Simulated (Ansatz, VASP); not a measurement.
BaHfO3 in VASP and in Ansatz

The input INCAR:

```
SYSTEM = BaHfO3
  ALGO = Normal
  EDIFF = 1E-7
  EDIFFG = -0.05
  ENCUT = 600
  GGA = PE
  IBRION = 2
  ISIF = 3
  ISMEAR = 0
  LASPH = .True.
  LCHARG = .False.
  LREAL = .False.
  LWAVE = .False.
  NELM = 60
  NSW = 80
  PREC = Accurate
  SIGMA = 0.1
```

The input KPOINTS:

```
k-points
0
Gamma
  6 6 6
  0 0 0
```

The input POSCAR:

```
BaHfO3
1.0
    4.0979897236      0.0000000000      0.0000000000
    0.0000000000      4.0979897236      0.0000000000
    0.0000000000      0.0000000000      4.0979897236
Ba Hf O
1 1 3
Direct
    0.5000000000      0.5000000000      0.5000000000
    0.0000000000      0.0000000000      0.0000000000
    0.5000000000      0.0000000000      0.0000000000
    0.0000000000      0.5000000000      0.0000000000
    0.0000000000      0.0000000000      0.5000000000
```

Input for Ansatz:

```yaml
crystal:
  lattice:
    - [4.0979897236, 0.0, 0.0]
    - [0.0, 4.0979897236, 0.0]
    - [0.0, 0.0, 4.0979897236]
  atoms:
    - { symbol: Ba, position: [0.5, 0.5, 0.5] }
    - { symbol: Hf, position: [0.0, 0.0, 0.0] }
    - { symbol: O, position: [0.5, 0.0, 0.0] }
    - { symbol: O, position: [0.0, 0.5, 0.0] }
    - { symbol: O, position: [0.0, 0.0, 0.5] }
basis:
  ecutwfc: 420
kpoints:
  mp_grid: { grid: [6, 6, 6] }
hamiltonian:
  xc: pbe
scf:
  occupations: { method: gaussian, width: 0.1 }
output:
  forces: true
  stress: true
  eigenvalues: true
relax:
  adjacent_minimum: "off"
  f_tol: 0.05
  max_steps: 60
  cell: { stress_tol: 0.5 }
```

Alike in both runs: task relaxation of cell and atoms; functional PBE; k mesh 6 × 6 × 6; occupations gaussian, width 0.1 eV; no spin polarisation.

|  | VASP | Ansatz |
| --- | --- | --- |
| version | VASP 6.6.1 | Ansatz 0.2.0 |
| potentials or method | VASP PAW PBE potentials, release 64 (Ba_sv, Hf_pv, O), cutoff 600 eV | scalar-relativistic, plane waves, PAW |
| valence electrons in the cell | 38 | 54 |

```csv
,VASP,Ansatz,Ansatz less VASP
"gap on the k mesh at the Fermi level, each at its own relaxed structure (eV)",3.54,3.62,+0.081
relaxed volume (Å³/atom),14.84,14.88,+0.036
relaxed cell length with the largest relative difference (Å),4.202,4.206,+0.0034
```

VASP's potentials hold 38 valence electrons a cell and Ansatz's 54, so a difference there can come from the potentials and not from the codes.

Spin-orbit coupling is off throughout.
